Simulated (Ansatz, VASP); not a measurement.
# One calculation of Tl, two programs

File INCAR:

```
SYSTEM = Tl
ALGO     = Normal         ! electronic algorithm
EDIFF    = 1E-7           ! SCF threshold, eV
ENCUT    = 520            ! plane-wave cutoff, eV
GGA      = PS             ! functional
ISIF     = 2              ! what is computed and relaxed
ISMEAR   = -1             ! smearing method
LASPH    = .True.         ! aspherical terms in the spheres
LCHARG   = .False.        ! write CHGCAR
LREAL    = .False.        ! projectors in reciprocal space
LWAVE    = .False.        ! write WAVECAR
NBANDS   = 34             ! bands
NELM     = 100            ! most SCF steps
PREC     = Accurate       ! precision mode
SIGMA    = 0.1            ! smearing width, eV
```

Contents of KPOINTS:

```
k-points
0
Gamma
  12 12 4
  0 0 0
```

Contents of POSCAR:

```
Tl
1.0
    3.4329046436      0.0000000000      0.0000000000
   -1.7164523218      2.9729826302      0.0000000000
    0.0000000000      0.0000000000     11.1424582974
Tl
4
Direct
    1.0000000000      1.0000000000      1.0000000000
    1.0000000000      1.0000000000      0.5000000000
    0.3333333333      0.6666666667      0.2500000000
    0.6666666667      0.3333333333      0.7500000000
```

Input for Ansatz:

```yaml
crystal:
  lattice:
    - [3.4329046436, 0.0, 0.0]
    - [-1.7164523218, 2.9729826302, 0.0]
    - [0.0, 0.0, 11.1424582974]
  atoms:
    - { symbol: Tl, position: [1.0, 1.0, 1.0] }
    - { symbol: Tl, position: [1.0, 1.0, 0.5] }
    - { symbol: Tl, position: [0.3333333333, 0.6666666667, 0.25] }
    - { symbol: Tl, position: [0.6666666667, 0.3333333333, 0.75] }
hamiltonian:
  xc: pbesol
  pseudopotentials:
    kind: paw
    azcp:
      Tl: "pseudopotentials/Tl.paw.azcp"
basis:
  ecutwfc: 420
  fft_grid_basis: typed
kpoints:
  mp_grid: { grid: [12, 12, 4], shift: [0, 0, 0] }
magnetization:
  spin_polarized: false
scf:
  occupations: { method: fermi_dirac, width: 0.1 }
  lower_state_search: "off"
output:
  stress: true
```

Alike in both runs: task single point; functional PBEsol; k mesh 12 × 12 × 4; occupations fermi-dirac, width 0.1 eV; no spin polarisation.

|  | VASP | Ansatz |
| --- | --- | --- |
| version | VASP 6.6.1 | Ansatz 0.2.0 |
| potentials or method | VASP PAW PBE potentials, release 64 (Tl_d), cutoff 520 eV | plane waves (420 eV) with PAW, scalar-relativistic |
| valence electrons in the cell | 52 | 52 |

|  | VASP | Ansatz | Ansatz less VASP |
| --- | --- | --- | --- |
| pressure (GPa) | -0.1 | 0.0 | +0.07 |

VASP's potentials were made for PBE, not for PBEsol, and Ansatz warns of the same on its side.

Neither program's run includes spin-orbit coupling.
